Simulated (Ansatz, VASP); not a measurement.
Cu: VASP beside Ansatz

```
Cu
1.0
    11.46648    0.00000    0.00000
     0.00000    2.21814    0.00000
    -4.55441    0.00000   21.54837
Cu
1
Cartesian
  3.4560 1.1091 10.7742
```

Alike in both runs: task single point; functional r2SCAN; k mesh 3 × 13 × 2; occupations fermi-dirac, width 0.1 eV; no spin polarisation.

|  | VASP | Ansatz |
| --- | --- | --- |
| version | VASP 6.6.1 | Ansatz 0.2.0 |
| potentials or method | VASP PAW PBE potentials, release 64 (Cu), cutoff 660 eV | plane waves, PAW |
| valence electrons in the cell | 11 | 19 |

|  | VASP | Ansatz | Ansatz less VASP |
| --- | --- | --- | --- |
| pressure (GPa) | 0.1 | 0.1 | -0.01 |
| traceless stress, the component that is largest in VASP (GPa) | 0.12 | 0.10 | -0.016 |

VASP's potentials were made for PBE, not for r2SCAN. VASP's potentials hold 11 valence electrons a cell and Ansatz's 19, so a difference there can come from the potentials and not from the codes. Ansatz's warnings: stress scf threshold loose.
